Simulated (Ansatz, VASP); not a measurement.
**Pb: VASP beside Ansatz**

INCAR

```
SYSTEM = Pb
PREC     = Accurate       ! precision mode
ENCUT    = 520            ! plane-wave cutoff, eV
EDIFF    = 1E-6           ! SCF threshold, eV
ISMEAR   = -1             ! smearing method
SIGMA    = 0.05           ! smearing width, eV
LREAL    = .FALSE.        ! projectors in reciprocal space
LASPH    = .TRUE.         ! aspherical terms in the spheres
NELM     = 150            ! most SCF steps
ALGO     = Normal         ! electronic algorithm
ISIF     = 2              ! what is computed and relaxed
LWAVE    = .FALSE.        ! write WAVECAR
LCHARG   = .FALSE.        ! write CHGCAR
MAGMOM   = 0 0 0          ! initial moments
LORBIT   = 11             ! projections on sites
LSORBIT  = .TRUE.         ! spin-orbit coupling
GGA_COMPAT= .FALSE.      
LORBMOM  = .TRUE.       
GGA      = PS             ! functional
NBANDS   = 25             ! bands
```

File KPOINTS:

```
Automatic mesh
0
G
  7 7 7
  0 0 0
```

POSCAR

```
Pb
1.0
    0.0000000000      2.4750200000      2.4750200000
    2.4750200000      0.0000000000      2.4750200000
    2.4750200000      2.4750200000      0.0000000000
Pb
1
Direct
    0.0000000000      0.0000000000      0.0000000000
```

The input input.yaml:

```yaml
crystal:
  lattice:
    - [0.0, 2.47502, 2.47502]
    - [2.47502, 0.0, 2.47502]
    - [2.47502, 2.47502, 0.0]
  atoms:
    - { symbol: Pb, position: [0.0, 0.0, 0.0] }
kpoints:
  mp_grid: { grid: [7, 7, 7] }
  band_path:
    path:
      - [0.0, 0.0, 0.0]
      - [0.5, 0.0, 0.5]
      - [0.5, 0.25, 0.75]
      - [0.375, 0.375, 0.75]
      - [0.0, 0.0, 0.0]
      - [0.5, 0.5, 0.5]
      - [0.625, 0.25, 0.625]
      - [0.5, 0.25, 0.75]
    npoints: 6
scf:
  occupations: { method: fermi_dirac, width: 0.05 }
hamiltonian:
  xc: pbesol
  pseudopotentials: { kind: all_electron, lapw: { basis_error: 0.001 } }
magnetization:
  noncollinear: true
  spin_orbit: true
output:
  forces: true
  stress: true
  eigenvalues: true
```

Alike in both runs: functional PBEsol; k mesh 7 × 7 × 7; occupations fermi-dirac, width 0.05 eV; non-collinear spin, spin-orbit coupling.

|  | VASP | Ansatz |
| --- | --- | --- |
| version | VASP 6.6.1 | Ansatz 0.2.0 |
| potentials or method | VASP PAW PBE potentials, release 64 (Pb_d), cutoff 520 eV | all-electron LAPW, relativistic spinors |
| task | single point | band structure |

VASP gave:

```
pressure (GPa)           : -0.2
net moment per atom (μB) : 0.00
```

Problem. Which values does Ansatz return?

Solution. Pressure (GPa): -0.1; net moment per atom (μB): 0.00.

VASP's potentials were made for PBE, not for PBEsol. Ansatz ran all-electron here, and VASP with PAW potentials.

Noted on Ansatz's run: the k mesh is thin for a metal, which can move the energy by tens of meV per atom.
